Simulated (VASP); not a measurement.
CdSe: single point with LDA

Crystal: CdSe.

```
Cd Se
1.0
    -0.06141    3.03957    3.03957
     3.03957   -0.06141    3.03957
     3.03957    3.03957   -0.06141
Cd Se
1 1
Cartesian
  0.0000 0.0000 0.0000
  1.5044 1.5044 1.5044
```

This cell differs from its parent crystal: equal xy, yz and zx shear strains of -2 %.

```
Program             : VASP 6.6.1
Task                : single point
Functional          : LDA
Potentials or basis : VASP PAW LDA potentials, release 64 (Cd, Se)
Cutoff              : 520 eV
k mesh              : 8 × 8 × 8
Occupations         : fermi-dirac, width 0.03 eV
Spin                : no spin polarisation
```

```
Pressure               : -2.8 GPa
Largest force          : 0.191 eV/Å
Band gap on the k mesh : 0.29 eV, direct
```

Forces on the atoms (eV/Å):
```
Cd  -0.110 -0.110 -0.110
Se   0.110  0.110  0.110
```

Stress tensor (GPa, compression positive):
```
-2.80  0.84  0.84
 0.84 -2.80  0.84
 0.84  0.84 -2.80
```

Levels at points of the mesh, in eV from the valence-band top:
| k point | band 5 | band 6 | band 7 | band 8 | band 9 | band 10 | band 11 | band 12 | band 13 | band 14 |
| --- | --- | --- | --- | --- | --- | --- | --- | --- | --- | --- |
| (0.00, 0.00, 0.00) | -7.54 | -7.54 | -0.05 | -0.05 | 0.00 | 0.29 | 5.65 | 5.65 | 6.02 | 9.36 |
| (0.50, 0.00, 0.00) | -7.51 | -7.27 | -4.34 | -0.73 | -0.71 | 2.17 | 6.20 | 6.43 | 7.05 | 9.70 |
| (0.50, 0.50, 0.00) | -7.48 | -7.21 | -4.07 | -1.89 | -1.74 | 2.94 | 3.57 | 8.68 | 9.77 | 9.91 |
| (0.50, 0.50, 0.50) | -7.51 | -7.25 | -4.36 | -0.85 | -0.85 | 2.02 | 6.16 | 6.16 | 7.19 | 9.62 |

It took 20 s on 1 thread of Intel(R) Xeon(R) 6975P-C (Granite Rapids) (shared host), peak memory 0.19 GiB.

Caveat: the cell differs from its parent crystal (equal xy, yz and zx shear strains of -2 %).
